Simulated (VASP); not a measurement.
Crystal: Rb3Ba.

```
Rb Ba
1.0
     0.00000    5.51443    5.51443
     5.51443    0.00000    5.51443
     5.51443    5.51443    0.00000
Rb Ba
3 1
Cartesian
  2.7572 2.7572 2.7572
  8.2716 8.2716 8.2716
  5.5144 5.5144 5.5144
  0.0000 0.0000 0.0000
```

Base run:

```yaml
Program: VASP 6.6.1
Functional: LDA
Potentials_or_basis: VASP PAW LDA potentials, release 64 (Rb_sv, Ba_sv)
Cutoff: 520 eV
k_mesh: 4 × 4 × 4
Occupations: methfessel-paxton, width 0.2 eV
Spin: no spin polarisation
```

Its results: pressure -0.6 GPa.

Problem. The run is repeated on the same cell with these changes: k mesh from 4 × 4 × 4 to 1 × 1 × 1. What comes out?

Solution. Pressure -2.0 GPa.

Caveats: some runs use coarse meshes.
